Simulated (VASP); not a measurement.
Here is a VASP 6.6.1 calculation.

The input INCAR:

```
SYSTEM = Ag
  PREC = Accurate
  ENCUT = 400
  EDIFF = 1E-8
  ISMEAR = -1
  SIGMA = 0.03
  LREAL = .FALSE.
  LASPH = .TRUE.
  NELM = 120
  ALGO = Normal
  ISIF = 2
  LWAVE = .FALSE.
  LCHARG = .FALSE.
  GGA = PE
  LEFG = .TRUE.
  NBANDS = 18
  GGA_COMPAT = .FALSE.
```

File KPOINTS:

```
regular mesh
0
G
  13 13 7
  0 0 0
```

Contents of POSCAR:

```
Ag
1.0
    2.9780393744      0.0000000000      0.0000000000
   -1.4890196872      2.5790577517      0.0000000000
    0.0000000000      0.0000000000      4.8685385491
Ag
2
Direct
    0.3333333333      0.6666666667      0.2500000000
    0.6666666667      0.3333333333      0.7500000000
```

Potentials or basis: VASP PAW PBE potentials, release 64 (Ag).

The run is started by

```sh
$ cat potpaw_PBE.64/Ag/POTCAR > POTCAR
$ mpirun -np 1 vasp_std > vasp.out
```

(1) Predict the pressure.

(2) What does it give for the band gap on the k mesh?

Results:

(1) -4.1 GPa.

(2) zero (bands 11 and 12 overlap by 6.12 eV).

Caveat: the cell stands under tension; without QUAD_EFG the Cq values of the log hold for a quadrupole moment of 1 mb, not for the nuclei.
